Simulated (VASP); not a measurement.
# GdN (Fm-3m) in VASP: further runs

Runs on GdN. Level: PBE. Tasks: single point.

All numbers are computed with VASP 6.6.1; they aren't measurements. Logs are shortened: lines on timing, memory, paths and dates and some standing lists are left out, and cuts for length are marked.

### 1 The cell of the first run

It takes space group Fm-3m (No. 225, cubic). Conventional cell: a = 4.984 Å, b = 4.984 Å, c = 4.984 Å, α = 90.00°, β = 90.00°, γ = 90.00°. Within 3.3 Å of Gd (site symmetry m-3m) lie 6 N at 2.49 Å. Within 3.3 Å of N (site symmetry m-3m) lie 6 Gd at 2.49 Å.

### 2 Single point, PBE, collinear spin, ferromagnetic start

Input file INCAR:

```
PREC     = Accurate       # precision mode
ENCUT    = 600            # plane-wave cutoff, eV
EDIFF    = 1E-6           # SCF threshold, eV
ISMEAR   = 0              # smearing method
SIGMA    = 0.1            # smearing width, eV
LREAL    = False          # projectors in reciprocal space
LASPH    = True           # aspherical terms in the spheres
NELM     = 200            # most SCF steps
ALGO     = Normal         # electronic algorithm
ISIF     = 2              # what is computed and relaxed
LWAVE    = False          # write WAVECAR
LCHARG   = False          # write CHGCAR
ISPIN    = 2              # spin polarisation
MAGMOM   = 7.55 0         # initial moments
LORBIT   = 11             # projections on sites
LMAXMIX  = 6              # l up to which the mixer works
GGA      = PE             # functional
NBANDS   = 22             # bands
GGA_COMPAT= False
```

Input file KPOINTS:

```
regular mesh
0
Gamma
  14 14 14
```

Input file POSCAR:

```
GdN
1.0
    0.0000000000      2.4919282250      2.4919282250
    2.4919282250      0.0000000000      2.4919282250
    2.4919282250      2.4919282250      0.0000000000
Gd N
1 1
Direct
    0.0000000000      0.0000000000      0.0000000000
    0.5000000000      0.5000000000      0.5000000000
```

Potentials or basis: VASP PAW PBE potentials, release 64 (Gd, N).

Command:

```console
cat potpaw_PBE.64/Gd/POTCAR potpaw_PBE.64/N/POTCAR > POTCAR
mpirun -np 1 vasp_std > vasp.out
```

OUTCAR:

```text
PREC = Accurate
   ENCUT = 600
   EDIFF = 1E-6
   ISMEAR = 0
   LREAL = False
   LASPH = True
   NELM = 200
   ISIF = 2
   ISPIN = 2
   LORBIT = 11
   GGA = PE

 ion  position               nearest neighbor table
   1  0.000  0.000  0.000-   2 2.49   2 2.49   2 2.49   2 2.49   2 2.49   2 2.49
   2  0.500  0.500  0.500-   1 2.49   1 2.49   1 2.49   1 2.49   1 2.49   1 2.49

  LATTYP: Found a face centered cubic cell.
 ALAT       =     4.9838564500

  Lattice vectors:

 A1 = (   0.0000000000,   2.4919282250,   2.4919282250)
 A2 = (   2.4919282250,   0.0000000000,   2.4919282250)
 A3 = (   2.4919282250,   2.4919282250,   0.0000000000)

Analysis of symmetry for initial positions (statically):
=====================================================================
 Subroutine PRICEL returns:
 Original cell was already a primitive cell.

 Routine SETGRP: Setting up the symmetry group for a
 face centered cubic supercell.

 Subroutine GETGRP returns: Found 48 space group operations
 (whereof 48 operations were pure point group operations)
 out of a pool of 48 trial point group operations.

The static configuration has the point symmetry O_h .

Analysis of symmetry for dynamics (positions and initial velocities):
=====================================================================
 Subroutine PRICEL returns:
 Original cell was already a primitive cell.

 Routine SETGRP: Setting up the symmetry group for a
 face centered cubic supercell.

 Subroutine GETGRP returns: Found 48 space group operations
 (whereof 48 operations were pure point group operations)
 out of a pool of 48 trial point group operations.

The dynamic configuration has the point symmetry O_h .

Analysis of structural, dynamic, and magnetic symmetry:
=====================================================================
 Subroutine PRICEL returns:
 Original cell was already a primitive cell.

 Routine SETGRP: Setting up the symmetry group for a
 face centered cubic supercell.

 Subroutine GETGRP returns: Found 48 space group operations
 (whereof 48 operations were pure point group operations)
 out of a pool of 48 trial point group operations.

The overall configuration has the point symmetry O_h .

 Subroutine INISYM returns: Found 48 space group operations
 (whereof 48 operations are pure point group operations),
 and found     1 'primitive' translations

----------------------------------------------------------------------------------------

                                     Primitive cell

  volume of cell :      30.9483

  direct lattice vectors                    reciprocal lattice vectors
     0.000000000  2.491928225  2.491928225    -0.200647834  0.200647834  0.200647834
     2.491928225  0.000000000  2.491928225     0.200647834 -0.200647834  0.200647834
     2.491928225  2.491928225  0.000000000     0.200647834  0.200647834 -0.200647834

  length of vectors
     3.524118692  3.524118692  3.524118692     0.347532242  0.347532242  0.347532242

  position of ions in fractional coordinates (direct lattice)
     0.000000000  0.000000000  0.000000000
     0.500000000  0.500000000  0.500000000

  ion indices of the primitive-cell ions
   primitive index   ion index
                 1           1
                 2           2

----------------------------------------------------------------------------------------

 KPOINTS: regular mesh

Automatic generation of k-mesh.
 Grid dimensions read from file:
 generate k-points for:   14   14   14

 Generating k-lattice:

  Cartesian coordinates                     Fractional coordinates (reciprocal lattice)
    -0.014331988  0.014331988  0.014331988     0.071428571  0.000000000  0.000000000
     0.014331988 -0.014331988  0.014331988     0.000000000  0.071428571  0.000000000
     0.014331988  0.014331988 -0.014331988     0.000000000  0.000000000  0.071428571

  Length of vectors
     0.024823732  0.024823732  0.024823732

  Shift w.r.t. Gamma in fractional coordinates (k-lattice)
     0.000000000  0.000000000  0.000000000

 Subroutine IBZKPT returns following result:
 ===========================================

 Found    104 irreducible k-points:

 Following reciprocal coordinates:
            Coordinates               Weight
  0.000000  0.000000  0.000000      1.000000
  0.071429  0.000000  0.000000      8.000000
  0.142857  0.000000  0.000000      8.000000
  0.214286  0.000000  0.000000      8.000000
  0.285714  0.000000  0.000000      8.000000
  0.357143  0.000000  0.000000      8.000000
[... 16 lines left out ...]
  0.214286  0.142857  0.000000     24.000000
  0.285714  0.142857  0.000000     24.000000
 [... further k-points ...]
   k-points           NKPTS =    104   k-points in BZ     NKDIM =    104   number of bands    NBANDS=     22
   number of dos      NEDOS =    301   number of ions     NIONS =      2
   total plane-waves  NPLWV =  21952
   dimension x,y,z NGX =    28 NGY =   28 NGZ =   28
   dimension x,y,z NGXF=    56 NGYF=   56 NGZF=   56
   ions per type =               1   1
   NGX,Y,Z   is equivalent  to a cutoff of  13.21, 13.21, 13.21 a.u.
   NGXF,Y,Z  is equivalent  to a cutoff of  26.42, 26.42, 26.42 a.u.
 SYSTEM =  unknown system
   PREC   = accura    normal or accurate (medium, high low for compatibility)
   ISTART =      0    job   : 0-new  1-cont  2-samecut
   ICHARG =      2    charge: 1-file 2-atom 10-const
   ISPIN  =      2    spin polarized calculation?
   LNONCOLLINEAR =      F non collinear calculations
   LSORBIT =      F    spin-orbit coupling
   LASPH  =      T    aspherical Exc in radial PAW
   ENCUT  =  600.0 eV  44.10 Ry    6.64 a.u.   7.04  7.04  7.04*2*pi/ulx,y,z
   NELM   =    200;   NELMIN=  2; NELMDL= -5     # of ELM steps
   EDIFF  = 0.1E-05   stopping-criterion for ELM
   LREAL  =      F    real-space projection
[... 7 lines left out ...]
   TEBEG  =    0.0;   TEEND  =   0.0 temperature during run
   PSTRESS=    0.0 pullay stress
   NELECT =      23.0000    total number of electrons
   NUPDOWN=      -1.0000    fix difference up-down
   EMIN   =  10.00;   EMAX   =-10.00  energy-range for DOS
   EFERMI =   0.00;   METHOD = LEGACY
   ISMEAR =     0;   SIGMA  =   0.10  broadening in eV -4-tet -1-fermi 0-gaus
   EFERMI_NEDOS =   21; number of points for ismear=-14 and -15
   IALGO  =     38    algorithm
   IMIX   =      4    mixing-type and parameters
     AMIX     =   0.40;   BMIX     =  1.00
     AMIX_MAG =   1.60;   BMIX_MAG =  1.00
  volume/ion in A,a.u.               =      15.47       104.42
  Fermi-wavevector in a.u.,A,eV,Ry     =   1.482877  2.802232 29.918196  2.198925
  Thomas-Fermi vector in A             =   2.596609
   LORBIT       =     11    0 simple, 1 ext, 2 COOP (PROOUT), +10 PAW based schemes
   GGA     = PE    functional components
   LHFCALC =     F    Hartree Fock is set to
   AEXX    =    0.0000 exact exchange contribution
   IVDW    =     0    specifies the selected vdW correction
   LEPSILON=     F    determine dielectric tensor
   LRPA    =     F    only Hartree local field effects (RPA)
 spin polarized calculation
 Gauss-broadening in eV      SIGMA  =   0.10
  energy-cutoff  :      600.00
  volume of cell :       30.95
 maximum number of plane-waves:      1056
   NGX = 15   NGY = 15   NGZ = 15

 number of electron      23.0000006 magnetization       6.9997273

 Free energy of the ion-electron system (eV)
  ---------------------------------------------------
  ext. energy  EPLUGINS =         0.00000000
  ---------------------------------------------------
  free energy    TOTEN  =       -23.22063939 eV

  energy without entropy =      -23.22033066  energy(sigma->0) =      -23.22048503

 E-fermi :   3.9913     XC(G=0): -11.5848

 val. band max:        3.9444710766   @ k =   0.0714   0.0000   0.0000
 cond. band min:       4.0206662624   @ k =   0.0714   0.0714   0.0000
 fundamental gap:      0.0761951858
 Fermi energy:         3.9913437922

 spin component 1

 k-point     1 :       0.0000    0.0000    0.0000
  band No.  band energies     occupation
      1     -39.8369      1.00000
      2     -16.8325      1.00000
      3     -16.8325      1.00000
      4     -16.8325      1.00000
      5      -9.1348      1.00000
      6       0.3142      1.00000
[... 14 lines left out ...]
     21       8.5492      0.00000
     22      14.5809      0.00000

 k-point     2 :       0.0714    0.0000    0.0000
  band No.  band energies     occupation
      1     -39.8324      1.00000
      2     -16.8995      1.00000
      3     -16.8371      1.00000
      4     -16.8371      1.00000
      5      -9.0432      1.00000
      6       0.2992      1.00000
[... 14 lines left out ...]
     21       8.8485      0.00000
     22      14.9073      0.00000

 k-point     3 :       0.1429    0.0000    0.0000
  band No.  band energies     occupation
      1     -39.8197      1.00000
      2     -17.0805      1.00000
      3     -16.8502      1.00000
      4     -16.8502      1.00000
      5      -8.7926      1.00000
      6       0.2543      1.00000
[... 14 lines left out ...]
     21       9.6096      0.00000
     22      15.8003      0.00000
[... 476 lines left out ...]
 k-point    23 :       0.2143    0.1429    0.0000
  band No.  band energies     occupation
      1     -39.8002      1.00000
      2     -17.2211      1.00000
      3     -16.9296      1.00000
      4     -16.9186      1.00000
      5      -8.5417      1.00000
      6       0.2129      1.00000
[... 14 lines left out ...]
     21      11.8241      0.00000
     22      17.0916      0.00000

 k-point    24 :       0.2857    0.1429    0.0000
  band No.  band energies     occupation
      1     -39.7823      1.00000
      2     -17.4277      1.00000
      3     -16.9570      1.00000
      4     -16.9398      1.00000
      5      -8.2895      1.00000
      6       0.1787      1.00000
[... 14 lines left out ...]
     21      12.6343      0.00000
     22      18.0748      0.00000

 [... further k-points ...]

 spin component 2

 k-point     1 :       0.0000    0.0000    0.0000
  band No.  band energies     occupation
      1     -36.7392      1.00000
      2     -14.5870      1.00000
      3     -14.5870      1.00000
      4     -14.5870      1.00000
      5      -9.1269      1.00000
      6       3.0550      1.00000
[... 14 lines left out ...]
     21       9.5125      0.00000
     22      15.5329      0.00000

 k-point     2 :       0.0714    0.0000    0.0000
  band No.  band energies     occupation
      1     -36.7332      1.00000
      2     -14.6844      1.00000
      3     -14.5923      1.00000
      4     -14.5923      1.00000
      5      -9.0132      1.00000
      6       2.8320      1.00000
[... 14 lines left out ...]
     21       9.8050      0.00000
     22      15.8512      0.00000

 k-point     3 :       0.1429    0.0000    0.0000
  band No.  band energies     occupation
      1     -36.7168      1.00000
      2     -14.9394      1.00000
      3     -14.6070      1.00000
      4     -14.6070      1.00000
      5      -8.7114      1.00000
      6       2.2725      1.00000
[... 14 lines left out ...]
     21      10.5453      0.00000
     22      16.7358      0.00000
[... 476 lines left out ...]
 k-point    23 :       0.2143    0.1429    0.0000
  band No.  band energies     occupation
      1     -36.6917      1.00000
      2     -15.1296      1.00000
      3     -14.7070      1.00000
      4     -14.6929      1.00000
      5      -8.4309      1.00000
      6       1.4062      1.00000
[... 14 lines left out ...]
     21      12.5913      0.00000
     22      18.0210      0.00000

 k-point    24 :       0.2857    0.1429    0.0000
  band No.  band energies     occupation
      1     -36.6685      1.00000
      2     -15.3986      1.00000
      3     -14.7394      1.00000
      4     -14.7168      1.00000
      5      -8.1584      1.00000
      6       1.0846      1.00000
[... 14 lines left out ...]
     21      13.4009      0.00000
     22      19.0777      0.00000

 [... further k-points ...]

------------------------ aborting loop because EDIFF is reached ----------------------------------------

  FORCE on cell =-STRESS in cart. coord.  units (eV):
  Direction    XX          YY          ZZ          XY          YZ          ZX
  --------------------------------------------------------------------------------------
  -------------------------------------------------------------------------------------
  Total        0.0058480      0.0058480      0.0058480     -0.0000000     -0.0000000      0.0000000
  in kB        0.3027488      0.3027488      0.3027488     -0.0000000     -0.0000000      0.0000000
  external PRESSURE =       0.3027488 kB  Pullay stress =       0.0000000 kB

 VOLUME and BASIS-vectors are now :
 -----------------------------------------------------------------------------
  energy-cutoff  :      600.00
  volume of cell :       30.95
      direct lattice vectors                 reciprocal lattice vectors
     0.000000000  2.491928225  2.491928225    -0.200647834  0.200647834  0.200647834
     2.491928225  0.000000000  2.491928225     0.200647834 -0.200647834  0.200647834
     2.491928225  2.491928225  0.000000000     0.200647834  0.200647834 -0.200647834

 POSITION                                       TOTAL-FORCE (eV/Angst)
 -----------------------------------------------------------------------------------
      0.00000      0.00000      0.00000        -0.000000     -0.000000     -0.000000
      2.49193      2.49193      2.49193         0.000000      0.000000      0.000000
 -----------------------------------------------------------------------------------
    total drift:                                0.000000      0.000000      0.000000

  FREE ENERGIE OF THE ION-ELECTRON SYSTEM (eV)
  ---------------------------------------------------
  free  energy   TOTEN  =       -23.2206393946 eV

  energy  without entropy=      -23.2203306585  energy(sigma->0) =      -23.22048503

 total charge

# of ion       s       p       d       f       tot
--------------------------------------------------
    1        2.034   5.662   0.533   6.999  15.228
    2        1.247   2.376   0.000   0.000   3.623
--------------------------------------------------
tot          3.281   8.039   0.533   6.999  18.851

 magnetization (x)

# of ion       s       p       d       f       tot
--------------------------------------------------
    1       -0.005  -0.081   0.083   6.807   6.804
    2       -0.007  -0.078   0.000   0.000  -0.085
--------------------------------------------------
tot         -0.013  -0.159   0.083   6.807   6.719
```

Wall time 12 min (1 thread of Oxide Virtual Turin-like, shared host); peak memory 0.26 GiB.

Results:

| Item | Value |
| --- | --- |
| Free energy | -23.2206 eV |
| Pressure | 0.0 GPa |
| Band gap on the k mesh | zero (filled and empty bands overlap) |
| Net moment | 7.00 μB per cell |
| Site moments | Gd +6.80; N -0.09 μB |
| Valence electrons inside the program's atomic spheres | Gd 15.23; N 3.62 |

Levels at points of the mesh, in eV from the Fermi level:
Spin up:
| k point | band 13 | band 14 | band 15 | band 16 | band 17 | band 18 |
| --- | --- | --- | --- | --- | --- | --- |
| (0.00, 0.00, 0.00) | 0.18 | 0.18 | 0.18 | 2.43 | 2.43 | 2.43 |
| (0.50, 0.00, 0.00) | -3.26 | -2.65 | -2.65 | 5.03 | 5.80 | 5.80 |
| (0.50, 0.50, 0.00) | -1.53 | -0.54 | -0.26 | -0.26 | 6.44 | 6.48 |
Spin down:
| k point | band 6 | band 7 | band 8 | band 9 | band 10 | band 11 |
| --- | --- | --- | --- | --- | --- | --- |
| (0.00, 0.00, 0.00) | -0.94 | -0.94 | -0.94 | 1.64 | 2.17 | 2.17 |
| (0.50, 0.00, 0.00) | -4.16 | -2.53 | -2.53 | 1.77 | 1.87 | 1.87 |
| (0.50, 0.50, 0.00) | -1.18 | -0.88 | -0.88 | 0.17 | 1.92 | 1.98 |

Caveat: spin-orbit coupling is left out, which moves the levels of the heavy elements; a cell with one magnetic atom can't hold antiferromagnetic order, which such compounds often take; semilocal functionals describe open f shells poorly, which spoils levels, moments and volumes. With open d or f shells a metallic result of PBE can be an artefact of self-interaction; +U or a hybrid may open a gap.

### 3 Single point, PBE, collinear spin, ferromagnetic start

Input file INCAR:

```
SYSTEM = GdN
ALGO = Normal
EDIFF = 1E-6
ENCUT = 600
GGA = PE
GGA_COMPAT = .FALSE.
ISIF = 2
ISMEAR = -1
ISPIN = 2
LASPH = .TRUE.
LCHARG = .FALSE.
LMAXMIX = 6
LORBIT = 11
LREAL = .FALSE.
LWAVE = .FALSE.
MAGMOM = 7.55 0
NBANDS = 22
NELM = 200
PREC = Accurate
SIGMA = 0.05
```

Input file KPOINTS:

```
k-points
0
G
  14 14 14
  0 0 0
```

POSCAR is that of step 2.

Potentials or basis: VASP PAW PBE potentials, release 64 (Gd, N).

Command:

```console
cat potpaw_PBE.64/Gd/POTCAR potpaw_PBE.64/N/POTCAR > POTCAR
mpirun -np 1 vasp_std > vasp.out
```

It took 9.6 min on 1 thread of Oxide Virtual Turin-like, shared host; peak memory 0.27 GiB.

The run converged. Its results:

```yaml
Free_energy: -23.2208 eV
Pressure: 0.0 GPa
Band_gap_on_the_k_mesh: zero (filled and empty bands overlap)
Net_moment: 7.00 μB per cell
Site_moments: Gd +6.80; N -0.09 μB
Valence_electrons_inside_the_program's_atomic_spheres: Gd 15.23; N 3.62
```

Levels at points of the mesh, in eV from the Fermi level:
Spin up:
```tsv
k point	band 13	band 14	band 15	band 16	band 17	band 18
(0.00, 0.00, 0.00)	0.18	0.18	0.18	2.43	2.43	2.43
(0.50, 0.00, 0.00)	-3.26	-2.65	-2.65	5.03	5.80	5.80
(0.50, 0.50, 0.00)	-1.53	-0.54	-0.26	-0.26	6.44	6.48
```
Spin down:
```
           k point  band 4  band 5  band 6  band 7  band 8  band 9  band 10  band 11  band 12  band 13
(0.00, 0.00, 0.00)  -18.58  -13.12   -0.94   -0.94   -0.94    1.64     2.18     2.18     2.18     2.80
(0.50, 0.00, 0.00)  -18.68  -11.20   -4.16   -2.53   -2.53    1.77     1.87     1.87     2.11     2.11
(0.50, 0.50, 0.00)  -19.00  -12.84   -1.19   -0.89   -0.89    0.17     1.92     1.98     2.03     2.03
```

Caveat: spin-orbit coupling is left out, which moves the levels of the heavy elements; a cell with one magnetic atom can't hold antiferromagnetic order, which such compounds often take; semilocal functionals describe open f shells poorly, which spoils levels, moments and volumes. The state reached can hang on the start; a lower one may exist.

The gap in the log of VASP goes by the Fermi energy; the results here count the filled bands.